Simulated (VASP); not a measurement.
A run of VASP 6.6.1:

Contents of INCAR:

```
SYSTEM = RbSi6
PREC = Accurate
ENCUT = 600
EDIFF = 1E-6
ISMEAR = 0
SIGMA = 0.2
LREAL = .False.
LASPH = .True.
NELM = 60
ALGO = Normal
ISIF = 3
LWAVE = .False.
LCHARG = .False.
GGA = PE
IBRION = 2
NSW = 80
EDIFFG = -0.025
```

KPOINTS

```
regular mesh
0
Gamma
  4 4 4
  0 0 0
```

POSCAR

```
RbSi6
1.0
   -3.4795729145      3.5349541243      3.4690253584
    3.3976677488     -3.5001679240      3.3523339924
    3.3423594478      3.3629544574     -3.4342391581
Rb Si
1 6
Direct
   -0.0050998924     -0.0036669194     -0.0308830193
    0.7419755118      0.2866604207      0.5260379774
    0.2371012437      0.7224939074      0.4804575685
    0.5215906420      0.2636890991      0.7595953431
    0.7515389115      0.4990108115      0.2398263271
    0.5138060891      0.7421751067      0.2595297611
    0.2390874943      0.4896375741      0.7654360420
```

Potentials or basis: VASP PAW PBE potentials, release 64 (Rb_sv, Si).

Command:

```console
$ cat potpaw_PBE.64/Rb_sv/POTCAR potpaw_PBE.64/Si/POTCAR > POTCAR
$ mpirun -np 1 vasp_std > vasp.out
```

Hardware: 1 thread of Oxide Virtual Turin-like Processor, on a shared host.

Q: How long does it take, and how much memory?

A: It took 39 min on 1 thread of Oxide Virtual Turin-like Processor (shared host), peak memory 0.4 GiB. Counts: scf iterations 123, k points 36, ion steps 19.
